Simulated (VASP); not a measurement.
# Hf (Pm-3m) in VASP: further runs

Runs on Hf. Level: r2SCAN. Tasks: single point.

Program: VASP 6.6.1. These are calculated values, not measurements. Logs are shortened: lines on timing, memory, paths and dates and some standing lists are left out, and cuts for length are marked.

## 1. The cell of the first run

Symmetry: Pm-3m, No. 221, cubic system. Conventional cell: a = 2.975 Å, b = 2.975 Å, c = 2.975 Å, α = 90.00°, β = 90.00°, γ = 90.00°. Within 3.9 Å of Hf (site symmetry m-3m) lie 6 Hf at 2.98 Å.

This isn't the form of Hf at room conditions, which is hcp.

## 2. Single point, r2SCAN (26.34 Å³/atom)

Contents of POSCAR:

```
Hf
1.0
    2.9754266127      0.0000000000      0.0000000000
    0.0000000000      2.9754266127      0.0000000000
    0.0000000000      0.0000000000      2.9754266127
Hf
1
Direct
    0.0000000000      0.0000000000      0.0000000000
```

Contents of INCAR.step1:

```
SYSTEM = Hf
  PREC = Accurate
  ENCUT = 520
  ISMEAR = -1
  SIGMA = 0.1
  LREAL = .False.
  LASPH = .True.
  NELM = 60
  NBANDS = 11
  GGA = PE
  ALGO = Normal
  EDIFF = 1E-4
  LWAVE = .True.
  LCHARG = .False.
```

Contents of INCAR.step2:

```
SYSTEM = Hf
  PREC = Accurate
  ENCUT = 520
  EDIFF = 1E-6
  ISMEAR = -1
  SIGMA = 0.1
  LREAL = .False.
  LASPH = .True.
  NELM = 60
  ALGO = Normal
  ISIF = 2
  LWAVE = .False.
  LCHARG = .False.
  METAGGA = R2SCAN
  LMIXTAU = .True.
  NBANDS = 11
  ISTART = 1
```

Contents of KPOINTS:

```
regular mesh
0
Gamma
  12 12 12
  0 0 0
```

Potentials or basis: VASP PAW PBE potentials, release 64 (Hf_pv).

Launch:

```bash
$ cat potpaw_PBE.64/Hf_pv/POTCAR > POTCAR
$ cp INCAR.step1 INCAR
$ mpirun -np 1 vasp_std > vasp.out
$ cp INCAR.step2 INCAR
$ mpirun -np 1 vasp_std > vasp.out
```

OUTCAR:

```text
SYSTEM = Hf
   PREC = Accurate
   ENCUT = 520
   EDIFF = 1E-6
   ISMEAR = -1
   LREAL = .False.
   LASPH = .True.
   NELM = 60
   ISIF = 2
   METAGGA = R2SCAN
   ISTART = 1

 ion  position               nearest neighbor table
   1  0.000  0.000  0.000-

  LATTYP: Found a simple cubic cell.
 ALAT       =     2.9754266127

  Lattice vectors:

 A1 = (   2.9754266127,   0.0000000000,   0.0000000000)
 A2 = (   0.0000000000,   2.9754266127,   0.0000000000)
 A3 = (   0.0000000000,   0.0000000000,   2.9754266127)

Analysis of symmetry for initial positions (statically):
=====================================================================
 Subroutine PRICEL returns:
 Original cell was already a primitive cell.

 Routine SETGRP: Setting up the symmetry group for a
 simple cubic supercell.

 Subroutine GETGRP returns: Found 48 space group operations
 (whereof 48 operations were pure point group operations)
 out of a pool of 48 trial point group operations.

The static configuration has the point symmetry O_h .

Analysis of symmetry for dynamics (positions and initial velocities):
=====================================================================
 Subroutine PRICEL returns:
 Original cell was already a primitive cell.

 Routine SETGRP: Setting up the symmetry group for a
 simple cubic supercell.

 Subroutine GETGRP returns: Found 48 space group operations
 (whereof 48 operations were pure point group operations)
 out of a pool of 48 trial point group operations.

The dynamic configuration has the point symmetry O_h .

 Subroutine INISYM returns: Found 48 space group operations
 (whereof 48 operations are pure point group operations),
 and found     1 'primitive' translations

----------------------------------------------------------------------------------------

                                     Primitive cell

  volume of cell :      26.3419

  direct lattice vectors                    reciprocal lattice vectors
     2.975426613  0.000000000  0.000000000     0.336086259  0.000000000  0.000000000
     0.000000000  2.975426613  0.000000000     0.000000000  0.336086259  0.000000000
     0.000000000  0.000000000  2.975426613     0.000000000  0.000000000  0.336086259

  length of vectors
     2.975426613  2.975426613  2.975426613     0.336086259  0.336086259  0.336086259

  position of ions in fractional coordinates (direct lattice)
     0.000000000  0.000000000  0.000000000

  ion indices of the primitive-cell ions
   primitive index   ion index
                 1           1

----------------------------------------------------------------------------------------

 KPOINTS: regular mesh

Automatic generation of k-mesh.
 Grid dimensions read from file:
 generate k-points for:   12   12   12

 Generating k-lattice:

  Cartesian coordinates                     Fractional coordinates (reciprocal lattice)
     0.028007188  0.000000000  0.000000000     0.083333333  0.000000000  0.000000000
     0.000000000  0.028007188  0.000000000     0.000000000  0.083333333  0.000000000
     0.000000000  0.000000000  0.028007188     0.000000000  0.000000000  0.083333333

  Length of vectors
     0.028007188  0.028007188  0.028007188

  Shift w.r.t. Gamma in fractional coordinates (k-lattice)
     0.000000000  0.000000000  0.000000000

 Subroutine IBZKPT returns following result:
 ===========================================

 Found     84 irreducible k-points:

 Following reciprocal coordinates:
            Coordinates               Weight
  0.000000  0.000000  0.000000      1.000000
  0.083333  0.000000  0.000000      6.000000
  0.166667  0.000000  0.000000      6.000000
  0.250000  0.000000  0.000000      6.000000
  0.333333  0.000000  0.000000      6.000000
  0.416667  0.000000  0.000000      6.000000
[... 16 lines left out ...]
  0.333333  0.333333  0.000000     12.000000
  0.416667  0.333333  0.000000     24.000000
 [... further k-points ...]
   k-points           NKPTS =     84   k-points in BZ     NKDIM =     84   number of bands    NBANDS=     11
   number of dos      NEDOS =    301   number of ions     NIONS =      1
   total plane-waves  NPLWV =  13824
   dimension x,y,z NGX =    24 NGY =   24 NGZ =   24
   dimension x,y,z NGXF=    48 NGYF=   48 NGZF=   48
   ions per type =               1
   NGX,Y,Z   is equivalent  to a cutoff of  13.41, 13.41, 13.41 a.u.
   NGXF,Y,Z  is equivalent  to a cutoff of  26.82, 26.82, 26.82 a.u.
 SYSTEM =  Hf
   PREC   = accura    normal or accurate (medium, high low for compatibility)
   ISTART =      1    job   : 0-new  1-cont  2-samecut
   ICHARG =      0    charge: 1-file 2-atom 10-const
   ISPIN  =      1    spin polarized calculation?
   LNONCOLLINEAR =      F non collinear calculations
   LSORBIT =      F    spin-orbit coupling
   LASPH  =      T    aspherical Exc in radial PAW
   ENCUT  =  520.0 eV  38.22 Ry    6.18 a.u.   5.53  5.53  5.53*2*pi/ulx,y,z
   NELM   =     60;   NELMIN=  2; NELMDL=  0     # of ELM steps
   EDIFF  = 0.1E-05   stopping-criterion for ELM
   LREAL  =      F    real-space projection
   EDIFFG = 0.1E-04   stopping-criterion for IOM
   NSW    =      0    number of steps for IOM
   IBRION =     -1    ionic relax: 0-MD 1-quasi-New 2-CG
   NFREE  =      0    steps in history (QN), initial steepest desc. (CG)
   ISIF   =      2    stress and relaxation
   ISYM   =      2    0-nonsym 1-usesym 2-fastsym
   POTIM  = 0.5000    time-step for ionic-motion
   TEBEG  =    0.0;   TEEND  =   0.0 temperature during run
   PSTRESS=    0.0 pullay stress
   NELECT =      10.0000    total number of electrons
   NUPDOWN=      -1.0000    fix difference up-down
   EMIN   =  10.00;   EMAX   =-10.00  energy-range for DOS
   EFERMI =   0.00;   METHOD = LEGACY
   ISMEAR =    -1;   SIGMA  =   0.10  broadening in eV -4-tet -1-fermi 0-gaus
   EFERMI_NEDOS =   21; number of points for ismear=-14 and -15
   IALGO  =     38    algorithm
   IMIX   =      4    mixing-type and parameters
     AMIX     =   0.40;   BMIX     =  1.00
     AMIX_MAG =   1.60;   BMIX_MAG =  1.00
  volume/ion in A,a.u.               =      26.34       177.76
  Fermi-wavevector in a.u.,A,eV,Ry     =   1.185384  2.240050 19.118013  1.405134
  Thomas-Fermi vector in A             =   2.321578
   LORBIT       =      0    0 simple, 1 ext, 2 COOP (PROOUT), +10 PAW based schemes
   METAGGA = R2SCAN    functional components
   LHFCALC =     F    Hartree Fock is set to
   AEXX    =    0.0000 exact exchange contribution
   IVDW    =     0    specifies the selected vdW correction
   LEPSILON=     F    determine dielectric tensor
   LRPA    =     F    only Hartree local field effects (RPA)
 non-spin polarized calculation
  energy-cutoff  :      520.00
  volume of cell :       26.34
 maximum number of plane-waves:       739
 NGX is ok and might be reduce to    24
   NGX = 11   NGY = 11   NGZ = 11

 number of electron       9.9999997 magnetization

 Free energy of the ion-electron system (eV)
  ---------------------------------------------------
  ext. energy  EPLUGINS =         0.00000000
  ---------------------------------------------------
  free energy    TOTEN  =       -43.91868608 eV

  energy without entropy =      -43.86592339  energy(sigma->0) =      -43.89230473

 E-fermi :   3.3313     XC(G=0): -11.3029

 val. band max:        3.3112075689   @ k =   0.3333   0.0833   0.0833
 cond. band min:       3.3682502404   @ k =   0.2500   0.1667   0.1667
 fundamental gap:      0.0570426715
 Fermi energy:         3.3313482270

 k-point     1 :       0.0000    0.0000    0.0000
  band No.  band energies     occupation
      1     -27.9653      2.00000
      2     -27.9653      2.00000
      3     -27.9653      2.00000
      4      -3.3265      2.00000
      5       1.9612      2.00000
      6       1.9612      2.00000
      7       9.7868      0.00000
      8       9.7868      0.00000
      9       9.7868      0.00000
     10      15.0679      0.00000
     11      16.3928      0.00000

 k-point     2 :       0.0833    0.0000    0.0000
  band No.  band energies     occupation
      1     -28.0219      2.00000
      2     -27.9607      2.00000
      3     -27.9607      2.00000
      4      -3.1486      2.00000
      5       2.0132      2.00000
      6       2.1144      1.99999
      7       9.4529      0.00000
      8       9.4529      0.00000
      9       9.8080      0.00000
     10      15.0678      0.00000
     11      15.4023      0.00000

 k-point     3 :       0.1667    0.0000    0.0000
  band No.  band energies     occupation
      1     -28.1740      2.00000
      2     -27.9482      2.00000
      3     -27.9482      2.00000
      4      -2.6478      2.00000
      5       2.1595      1.99998
      6       2.5270      1.99936
      7       8.6933      0.00000
      8       8.6933      0.00000
      9       9.8664      0.00000
     10      13.7421      0.00000
     11      15.0678      0.00000

 k-point     4 :       0.2500    0.0000    0.0000
  band No.  band energies     occupation
      1     -28.3762      2.00000
      2     -27.9310      2.00000
      3     -27.9310      2.00000
      4      -1.9096      2.00000
      5       2.3708      1.99987
      6       3.0240      1.91160
      7       7.8681      0.00000
      8       7.8681      0.00000
      9       9.9476      0.00000
     10      12.4283      0.00000
     11      15.0679      0.00000

 k-point     5 :       0.3333    0.0000    0.0000
  band No.  band energies     occupation
      1     -28.5723      2.00000
      2     -27.9138      2.00000
      3     -27.9138      2.00000
      4      -1.0502      2.00000
      5       2.5971      1.99871
      6       3.2797      1.25244
      7       7.1850      0.00000
      8       7.1850      0.00000
      9      10.0306      0.00000
     10      11.9113      0.00000
     11      15.0679      0.00000
[... 211 lines left out ...]
 k-point    21 :       0.4167    0.2500    0.0000
  band No.  band energies     occupation
      1     -28.6610      2.00000
      2     -28.2935      2.00000
      3     -27.8684      2.00000
      4       0.9285      2.00000
      5       2.2627      1.99995
      6       4.4182      0.00004
      7       6.6518      0.00000
      8       7.0625      0.00000
      9       8.4418      0.00000
     10      12.5688      0.00000
     11      15.0679      0.00000

 k-point    22 :       0.5000    0.2500    0.0000
  band No.  band energies     occupation
      1     -28.7104      2.00000
      2     -28.2876      2.00000
      3     -27.8639      2.00000
      4       1.5796      2.00000
      5       1.7061      2.00000
      6       4.4015      0.00005
      7       6.9194      0.00000
      8       6.9389      0.00000
      9       8.4772      0.00000
     10      12.4761      0.00000
     11      15.0679      0.00000

 k-point    23 :       0.3333    0.3333    0.0000
  band No.  band energies     occupation
      1     -28.5081      2.00000
      2     -28.4909      2.00000
      3     -27.8642      2.00000
      4       0.7155      2.00000
      5       2.4150      1.99979
      6       5.5140      0.00000
      7       5.9046      0.00000
      8       7.5285      0.00000
      9       7.8108      0.00000
     10      12.9677      0.00000
     11      15.0417      0.00000

 k-point    24 :       0.4167    0.3333    0.0000
  band No.  band energies     occupation
      1     -28.6352      2.00000
      2     -28.4814      2.00000
      3     -27.8520      2.00000
      4       1.0726      2.00000
      5       2.2193      1.99997
      6       5.6654      0.00000
      7       6.7561      0.00000
      8       7.2321      0.00000
      9       7.8062      0.00000
     10      12.4434      0.00000
     11      15.0678      0.00000

 [... further k-points ...]
[... 5 lines left out ...]
  --------------------------------------------------------------------------------------
  -------------------------------------------------------------------------------------
  Total       -0.9003762     -0.9003762     -0.9003762     -0.0000000      0.0000000     -0.0000000
  in kB      -54.7629555    -54.7629555    -54.7629555     -0.0000000      0.0000000     -0.0000000
  external PRESSURE =     -54.7629555 kB  Pullay stress =       0.0000000 kB

 VOLUME and BASIS-vectors are now :
 -----------------------------------------------------------------------------
  energy-cutoff  :      520.00
  volume of cell :       26.34
      direct lattice vectors                 reciprocal lattice vectors
     2.975426613  0.000000000  0.000000000     0.336086259  0.000000000  0.000000000
     0.000000000  2.975426613  0.000000000     0.000000000  0.336086259  0.000000000
     0.000000000  0.000000000  2.975426613     0.000000000  0.000000000  0.336086259

 POSITION                                       TOTAL-FORCE (eV/Angst)
 -----------------------------------------------------------------------------------
      0.00000      0.00000      0.00000         0.000000      0.000000      0.000000
 -----------------------------------------------------------------------------------
    total drift:                                0.000000      0.000000      0.000000

  FREE ENERGIE OF THE ION-ELECTRON SYSTEM (eV)
  ---------------------------------------------------
  free  energy   TOTEN  =       -43.9186860784 eV

  energy  without entropy=      -43.8659233904  energy(sigma->0) =      -43.89230473
```

It took 46 s on 1 thread of Intel Xeon Platinum 8259CL at 2.50GHz (Skylake/Cascade Lake), shared host; peak memory 0.16 GiB.

What came out:

```yaml
Free_energy: -43.9187 eV
Pressure: -5.5 GPa
Band_gap_on_the_k_mesh: zero (bands 5 and 6 overlap by 2.26 eV)
```

Levels at points of the mesh, in eV from the Fermi level:
```
           k point  band 3  band 4  band 5  band 6  band 7  band 8
(0.00, 0.00, 0.00)  -31.30   -6.66   -1.37   -1.37    6.46    6.46
(0.50, 0.00, 0.00)  -31.23   -3.19   -0.49   -0.43    3.26    3.26
(0.50, 0.50, 0.00)  -31.16   -2.63   -0.63    3.95    3.95    4.15
(0.50, 0.50, 0.50)  -31.89   -1.02   -1.02   -1.02    7.18    8.55
```

Caveat: the cell stands under tension; the PAW data sets were made with another functional, which shifts forces and pressure a little; spin-orbit coupling is left out, which moves the levels of the heavy elements.

## 3. Single point, r2SCAN (27.32 Å³/atom)

This run uses another cell than the first one, of 27.32 Å³/atom.

Contents of POSCAR:

```
Hf
1.0
    3.0117158796      0.0000000000      0.0000000000
    0.0000000000      3.0117158796      0.0000000000
    0.0000000000      0.0000000000      3.0117158796
Hf
1
Direct
    0.0000000000      0.0000000000      0.0000000000
```

Contents of INCAR.step1:

```
ALGO = Normal
EDIFF = 1E-4
ENCUT = 520
GGA = PE
ISMEAR = -1
LASPH = T
LCHARG = F
LREAL = F
LWAVE = T
NBANDS = 11
NELM = 100
PREC = Accurate
SIGMA = 0.1
```

Contents of INCAR.step2:

```
ALGO = Normal
EDIFF = 1E-6
ENCUT = 520
ISIF = 2
ISMEAR = -1
ISTART = 1
LASPH = T
LCHARG = F
LMIXTAU = T
LREAL = F
LWAVE = F
METAGGA = R2SCAN
NBANDS = 11
NELM = 100
PREC = Accurate
SIGMA = 0.1
```

Contents of KPOINTS:

```
k-points
0
Gamma
  12 12 12
```

Potentials or basis: VASP PAW PBE potentials, release 64 (Hf_pv).

Launch:

```bash
$ cat potpaw_PBE.64/Hf_pv/POTCAR > POTCAR
$ cp INCAR.step1 INCAR
$ mpirun -np 1 vasp_std > vasp.out
$ cp INCAR.step2 INCAR
$ mpirun -np 1 vasp_std > vasp.out
```

Wall time 45 s (1 thread of Intel Xeon Platinum 8259CL at 2.50GHz (Skylake/Cascade Lake), shared host); peak memory 0.16 GiB.

Results (log left out):

```yaml
Free_energy: -43.8792 eV
Pressure: -7.4 GPa
Band_gap_on_the_k_mesh: zero (bands 5 and 6 overlap by 2.16 eV)
```

Levels at points of the mesh, in eV from the Fermi level:
```csv
k point,band 2,band 3,band 4,band 5,band 6,band 7,band 8,band 9
"(0.00, 0.00, 0.00)",-31.41,-31.41,-6.55,-1.29,-1.29,6.22,6.22,6.22
"(0.50, 0.00, 0.00)",-31.35,-31.35,-3.17,-0.46,-0.45,3.18,3.18,6.53
"(0.50, 0.50, 0.00)",-32.03,-31.30,-2.47,-0.65,3.83,3.83,3.96,3.96
"(0.50, 0.50, 0.50)",-31.95,-31.95,-0.92,-0.92,-0.92,7.18,8.19,8.19
```

Caveat: the cell stands under tension; the PAW data sets were made with another functional, which shifts forces and pressure a little; spin-orbit coupling is left out, which moves the levels of the heavy elements.

(Part 1 of 2 ends here.)
